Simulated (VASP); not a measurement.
# CdSe (F-43m) in VASP: a series of runs

CdSe is run at these levels: PBEsol; tasks: single point, relaxation of cell and atoms.

Program: VASP 6.6.1. These are calculated values, not measurements. Logs are shortened: lines on timing, memory, paths and dates and some standing lists are left out, and cuts for length are marked.

## 1. The cell of the first run

Symmetry: F-43m, No. 216, cubic system. The conventional cell has a = 6.083 Å, b = 6.083 Å, c = 6.083 Å, α = 90.00°, β = 90.00°, γ = 90.00°. Cd (site symmetry -43m) has 4 Se at 2.63 Å within 3.5 Å. Se (site symmetry -43m) has 4 Cd at 2.63 Å within 3.5 Å.

## 2. Single point, PBEsol

Input file INCAR:

```
  PREC = Accurate
  ENCUT = 520
  EDIFF = 1E-6
  ISMEAR = -1
  SIGMA = 0.03
  LREAL = False
  LASPH = True
  NELM = 60
  ALGO = Normal
  ISIF = 2
  LWAVE = False
  LCHARG = True
  GGA = PS
  LELF = True
  LVHAR = True
  NBANDS = 16
```

Input file KPOINTS:

```
Automatic mesh
0
Gamma
  6 6 6
```

Input file POSCAR:

```
CdSe
1.0
    0.0000000000      3.0415708186      3.0415708186
    3.0415708186      0.0000000000      3.0415708186
    3.0415708186      3.0415708186      0.0000000000
Cd Se
1 1
Direct
    0.0000000000      0.0000000000      0.0000000000
    0.7500000000      0.7500000000      0.7500000000
```

Potentials or basis: VASP PAW PBE potentials, release 64 (Cd, Se).

Launch:

```bash
> cat potpaw_PBE.64/Cd/POTCAR potpaw_PBE.64/Se/POTCAR > POTCAR
> mpirun -np 1 vasp_std > vasp.out
```

OUTCAR:

```text
PREC = Accurate
   ENCUT = 520
   EDIFF = 1E-6
   ISMEAR = -1
   LREAL = False
   LASPH = True
   NELM = 60
   ISIF = 2
   GGA = PS

 ion  position               nearest neighbor table
   1  0.000  0.000  0.000-   2 2.63   2 2.63   2 2.63   2 2.63
   2  0.750  0.750  0.750-   1 2.63   1 2.63   1 2.63   1 2.63

  LATTYP: Found a face centered cubic cell.
 ALAT       =     6.0831416372

  Lattice vectors:

 A1 = (   0.0000000000,   3.0415708186,   3.0415708186)
 A2 = (   3.0415708186,   0.0000000000,   3.0415708186)
 A3 = (   3.0415708186,   3.0415708186,   0.0000000000)

Analysis of symmetry for initial positions (statically):
[... 5 lines left out ...]
 face centered cubic supercell.

 Subroutine GETGRP returns: Found 24 space group operations
 (whereof 24 operations were pure point group operations)
 out of a pool of 48 trial point group operations.

The static configuration has the point symmetry T_d .

Analysis of symmetry for dynamics (positions and initial velocities):
[... 5 lines left out ...]
 face centered cubic supercell.

 Subroutine GETGRP returns: Found 24 space group operations
 (whereof 24 operations were pure point group operations)
 out of a pool of 48 trial point group operations.

The dynamic configuration has the point symmetry T_d .

 Subroutine INISYM returns: Found 24 space group operations
 (whereof 24 operations are pure point group operations),
 and found     1 'primitive' translations

----------------------------------------------------------------------------------------

                                     Primitive cell

  volume of cell :      56.2761

  direct lattice vectors                    reciprocal lattice vectors
     0.000000000  3.041570819  3.041570819    -0.164388742  0.164388742  0.164388742
     3.041570819  0.000000000  3.041570819     0.164388742 -0.164388742  0.164388742
     3.041570819  3.041570819  0.000000000     0.164388742  0.164388742 -0.164388742

  length of vectors
     4.301430703  4.301430703  4.301430703     0.284729653  0.284729653  0.284729653

  position of ions in fractional coordinates (direct lattice)
     0.000000000  0.000000000  0.000000000
     0.750000000  0.750000000  0.750000000

  ion indices of the primitive-cell ions
   primitive index   ion index
                 1           1
                 2           2

----------------------------------------------------------------------------------------

 KPOINTS: Automatic mesh

Automatic generation of k-mesh.
 Grid dimensions read from file:
 generate k-points for:    6    6    6

 Generating k-lattice:

  Cartesian coordinates                     Fractional coordinates (reciprocal lattice)
    -0.027398124  0.027398124  0.027398124     0.166666667  0.000000000  0.000000000
     0.027398124 -0.027398124  0.027398124     0.000000000  0.166666667  0.000000000
     0.027398124  0.027398124 -0.027398124     0.000000000  0.000000000  0.166666667

  Length of vectors
     0.047454942  0.047454942  0.047454942

  Shift w.r.t. Gamma in fractional coordinates (k-lattice)
     0.000000000  0.000000000  0.000000000

 Subroutine IBZKPT returns following result:
 ===========================================

 Found     16 irreducible k-points:

 Following reciprocal coordinates:
            Coordinates               Weight
  0.000000  0.000000  0.000000      1.000000
  0.166667  0.000000  0.000000      8.000000
  0.333333  0.000000  0.000000      8.000000
  0.500000  0.000000  0.000000      4.000000
  0.166667  0.166667  0.000000      6.000000
  0.333333  0.166667  0.000000     24.000000
[... 8 lines left out ...]
 -0.333333  0.333333  0.166667     24.000000
 -0.333333  0.500000  0.166667     12.000000
   k-points           NKPTS =     16   k-points in BZ     NKDIM =     16   number of bands    NBANDS=     16
   number of dos      NEDOS =    301   number of ions     NIONS =      2
   total plane-waves  NPLWV =  32768
   dimension x,y,z NGX =    32 NGY =   32 NGZ =   32
   dimension x,y,z NGXF=    64 NGYF=   64 NGZF=   64
   ions per type =               1   1
   NGX,Y,Z   is equivalent  to a cutoff of  12.37, 12.37, 12.37 a.u.
   NGXF,Y,Z  is equivalent  to a cutoff of  24.74, 24.74, 24.74 a.u.
 SYSTEM =  unknown system
   PREC   = accura    normal or accurate (medium, high low for compatibility)
   ISTART =      0    job   : 0-new  1-cont  2-samecut
   ICHARG =      2    charge: 1-file 2-atom 10-const
   ISPIN  =      1    spin polarized calculation?
   LNONCOLLINEAR =      F non collinear calculations
   LSORBIT =      F    spin-orbit coupling
   LASPH  =      T    aspherical Exc in radial PAW
   ENCUT  =  520.0 eV  38.22 Ry    6.18 a.u.   8.00  8.00  8.00*2*pi/ulx,y,z
   NELM   =     60;   NELMIN=  2; NELMDL= -5     # of ELM steps
   EDIFF  = 0.1E-05   stopping-criterion for ELM
   LREAL  =      F    real-space projection
   EDIFFG = 0.1E-04   stopping-criterion for IOM
   NSW    =      0    number of steps for IOM
   IBRION =     -1    ionic relax: 0-MD 1-quasi-New 2-CG
   NFREE  =      0    steps in history (QN), initial steepest desc. (CG)
   ISIF   =      2    stress and relaxation
   ISYM   =      2    0-nonsym 1-usesym 2-fastsym
   POTIM  = 0.5000    time-step for ionic-motion
   TEBEG  =    0.0;   TEEND  =   0.0 temperature during run
   PSTRESS=    0.0 pullay stress
   NELECT =      18.0000    total number of electrons
   NUPDOWN=      -1.0000    fix difference up-down
   EMIN   =  10.00;   EMAX   =-10.00  energy-range for DOS
   EFERMI =   0.00;   METHOD = LEGACY
   ISMEAR =    -1;   SIGMA  =   0.03  broadening in eV -4-tet -1-fermi 0-gaus
   EFERMI_NEDOS =   21; number of points for ismear=-14 and -15
   IALGO  =     38    algorithm
   IMIX   =      4    mixing-type and parameters
     AMIX     =   0.40;   BMIX     =  1.00
     AMIX_MAG =   1.60;   BMIX_MAG =  1.00
  volume/ion in A,a.u.               =      28.14       189.88
  Fermi-wavevector in a.u.,A,eV,Ry     =   1.119587  2.115712 17.054555  1.253474
  Thomas-Fermi vector in A             =   2.256227
   LORBIT       =      0    0 simple, 1 ext, 2 COOP (PROOUT), +10 PAW based schemes
   GGA     = PS    functional components
   LHFCALC =     F    Hartree Fock is set to
   AEXX    =    0.0000 exact exchange contribution
   IVDW    =     0    specifies the selected vdW correction
   LEPSILON=     F    determine dielectric tensor
   LRPA    =     F    only Hartree local field effects (RPA)
 non-spin polarized calculation
  energy-cutoff  :      520.00
  volume of cell :       56.28
 maximum number of plane-waves:      1527
   NGX = 15   NGY = 15   NGZ = 15

 number of electron      18.0000002 magnetization

 Free energy of the ion-electron system (eV)
  ---------------------------------------------------
  ext. energy  EPLUGINS =         0.00000000
  ---------------------------------------------------
  free energy    TOTEN  =        -6.17254035 eV

  energy without entropy =       -6.17253742  energy(sigma->0) =       -6.17253888

 E-fermi :   1.0693     XC(G=0):  -9.0961

 val. band max:        0.8129290747   @ k =   0.0000   0.0000   0.0000
 cond. band min:       1.2926448942   @ k =   0.0000   0.0000   0.0000
 fundamental gap:      0.4797158195
 Fermi energy:         1.0693378148

 k-point     1 :       0.0000    0.0000    0.0000
  band No.  band energies     occupation
      1     -11.8085      2.00000
      2      -7.1024      2.00000
      3      -7.1024      2.00000
      4      -7.1024      2.00000
      5      -6.7218      2.00000
      6      -6.7218      2.00000
[... 8 lines left out ...]
     15      11.8750      0.00000
     16      11.8750      0.00000

 k-point     2 :       0.1667    0.0000    0.0000
  band No.  band energies     occupation
      1     -11.7149      2.00000
      2      -7.0732      2.00000
      3      -7.0732      2.00000
      4      -7.0159      2.00000
      5      -6.7228      2.00000
      6      -6.7228      2.00000
[... 8 lines left out ...]
     15      10.8607      0.00000
     16      11.1599      0.00000

 k-point     3 :       0.3333    0.0000    0.0000
  band No.  band energies     occupation
      1     -11.5245      2.00000
      2      -7.0246      2.00000
      3      -7.0246      2.00000
      4      -6.7144      2.00000
      5      -6.7119      2.00000
      6      -6.7119      2.00000
[... 8 lines left out ...]
     15      11.2945      0.00000
     16      11.2945      0.00000

 k-point     4 :       0.5000    0.0000    0.0000
  band No.  band energies     occupation
      1     -11.4282      2.00000
      2      -7.0072      2.00000
      3      -7.0072      2.00000
      4      -6.6980      2.00000
      5      -6.6980      2.00000
      6      -6.4287      2.00000
[... 8 lines left out ...]
     15      12.8882      0.00000
     16      12.8882      0.00000

 k-point     5 :       0.1667    0.1667    0.0000
  band No.  band energies     occupation
      1     -11.6840      2.00000
      2      -7.0431      2.00000
      3      -7.0431      2.00000
      4      -7.0293      2.00000
      5      -6.7395      2.00000
      6      -6.7069      2.00000
[... 8 lines left out ...]
     15      12.1116      0.00000
     16      12.3759      0.00000

 k-point     6 :       0.3333    0.1667    0.0000
  band No.  band energies     occupation
      1     -11.5265      2.00000
      2      -7.0095      2.00000
      3      -6.9861      2.00000
      4      -6.8439      2.00000
      5      -6.6997      2.00000
      6      -6.6939      2.00000
[... 8 lines left out ...]
     15      12.2588      0.00000
     16      12.4907      0.00000
[... 115 lines left out ...]
 k-point    13 :       0.5000    0.5000    0.0000
  band No.  band energies     occupation
      1     -11.3085      2.00000
      2      -6.9124      2.00000
      3      -6.8369      2.00000
      4      -6.8369      2.00000
      5      -6.6621      2.00000
      6      -6.3657      2.00000
[... 8 lines left out ...]
     15      13.1937      0.00000
     16      14.1225      0.00000

 k-point    14 :       0.5000    0.3333    0.1667
  band No.  band energies     occupation
      1     -11.4014      2.00000
      2      -6.9545      2.00000
      3      -6.9466      2.00000
      4      -6.7930      2.00000
      5      -6.6952      2.00000
      6      -6.4873      2.00000
[... 8 lines left out ...]
     15      12.8573      0.00000
     16      13.8634      0.00000

 k-point    15 :      -0.3333    0.3333    0.1667
  band No.  band energies     occupation
      1     -11.3394      2.00000
      2      -6.9482      2.00000
      3      -6.9194      2.00000
      4      -6.7549      2.00000
      5      -6.7111      2.00000
      6      -6.2924      2.00000
[... 8 lines left out ...]
     15      12.6030      0.00000
     16      13.7860      0.00000

 k-point    16 :      -0.3333    0.5000    0.1667
  band No.  band energies     occupation
      1     -11.3092      2.00000
      2      -6.9149      2.00000
      3      -6.8921      2.00000
      4      -6.7870      2.00000
      5      -6.6940      2.00000
      6      -6.2665      2.00000
[... 8 lines left out ...]
     15      13.5327      0.00000
     16      13.7260      0.00000

------------------------ aborting loop because EDIFF is reached ----------------------------------------

  FORCE on cell =-STRESS in cart. coord.  units (eV):
  Direction    XX          YY          ZZ          XY          YZ          ZX
  --------------------------------------------------------------------------------------
  -------------------------------------------------------------------------------------
  Total        0.1100429      0.1100429      0.1100429      0.0000000      0.0000000      0.0000000
  in kB        3.1329171      3.1329171      3.1329171      0.0000000      0.0000000      0.0000000
  external PRESSURE =       3.1329171 kB  Pullay stress =       0.0000000 kB

 VOLUME and BASIS-vectors are now :
 -----------------------------------------------------------------------------
  energy-cutoff  :      520.00
  volume of cell :       56.28
      direct lattice vectors                 reciprocal lattice vectors
     0.000000000  3.041570819  3.041570819    -0.164388742  0.164388742  0.164388742
     3.041570819  0.000000000  3.041570819     0.164388742 -0.164388742  0.164388742
     3.041570819  3.041570819  0.000000000     0.164388742  0.164388742 -0.164388742

 POSITION                                       TOTAL-FORCE (eV/Angst)
 -----------------------------------------------------------------------------------
      0.00000      0.00000      0.00000         0.000000      0.000000      0.000000
      4.56236      4.56236      4.56236        -0.000000     -0.000000     -0.000000
 -----------------------------------------------------------------------------------
    total drift:                                0.000000      0.000000      0.000000

  FREE ENERGIE OF THE ION-ELECTRON SYSTEM (eV)
  ---------------------------------------------------
  free  energy   TOTEN  =        -6.1725403477 eV

  energy  without entropy=       -6.1725374198  energy(sigma->0) =       -6.17253888
```

Wall time 7 s (1 thread of Intel Xeon Platinum 8559C (Emerald Rapids), shared host); peak memory 0.18 GiB.

Results:

```
Free energy            : -6.1725 eV
Pressure               : 0.3 GPa
Band gap on the k mesh : 0.48 eV, direct
```

Levels at points of the mesh, in eV from the valence-band top:
```
           k point  band 5  band 6  band 7  band 8  band 9  band 10  band 11  band 12  band 13  band 14
(0.00, 0.00, 0.00)   -7.53   -7.53    0.00    0.00    0.00     0.48     5.85     5.85     5.85     9.59
(0.50, 0.00, 0.00)   -7.51   -7.24   -4.45   -0.76   -0.76     2.29     6.36     6.36     7.28     9.87
(0.50, 0.50, 0.00)   -7.47   -7.18   -4.13   -1.88   -1.88     3.00     3.67     8.98    10.12    10.12
```

Caveat: the PAW data sets were made with another functional, which shifts forces and pressure a little.

(Continued in part 2 of 2.)
